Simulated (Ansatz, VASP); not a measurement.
**LiF: VASP beside Ansatz**

```
Li F
1.0
     3.74291    0.00000    0.00000
     0.00000    3.74291    0.00000
     0.00000    0.00000   11.30952
Li F
8 8
Direct
  0.43203 0.88390 0.93858
  0.38390 0.06797 0.18858
  0.06797 0.38390 0.81142
  0.88390 0.43203 0.06142
  0.56797 0.11610 0.43858
  0.61610 0.93203 0.68858
  0.93203 0.61610 0.31142
  0.11610 0.56797 0.56142
  0.06797 0.61610 0.93858
  0.11610 0.43203 0.18858
  0.43203 0.11610 0.81142
  0.61610 0.06797 0.06142
  0.93203 0.38390 0.43858
  0.88390 0.56797 0.68858
  0.56797 0.88390 0.31142
  0.38390 0.93203 0.56142
```

Alike in both runs: task single point; functional PBE; k mesh 4 × 4 × 2; occupations gaussian, width 0.1 eV; no spin polarisation.

|  | VASP | Ansatz |
| --- | --- | --- |
| version | VASP 6.6.1 | Ansatz 0.2.0 |
| potentials or method | VASP PAW PBE potentials, release 64 (Li_sv, F), cutoff 520 eV | scalar-relativistic, plane waves, PAW |
| valence electrons in the cell | 80 | 80 |

```csv
,VASP,Ansatz,Ansatz less VASP
gap on the k mesh at the Fermi level (eV),7.39,7.40,+0.018
least direct gap on the mesh (eV),7.48,7.50,+0.018
rms of the force components (eV/Å),0.325,0.308,-0.0170
```

Atom by atom the forces differ by 0.020 eV/Å (rms over components). The functional is the same, so the differences come from potentials, cutoffs and numerics.

Noted on VASP's run: the cutoff is under 1.25 times that of the potentials, so the pressure is a little rough.
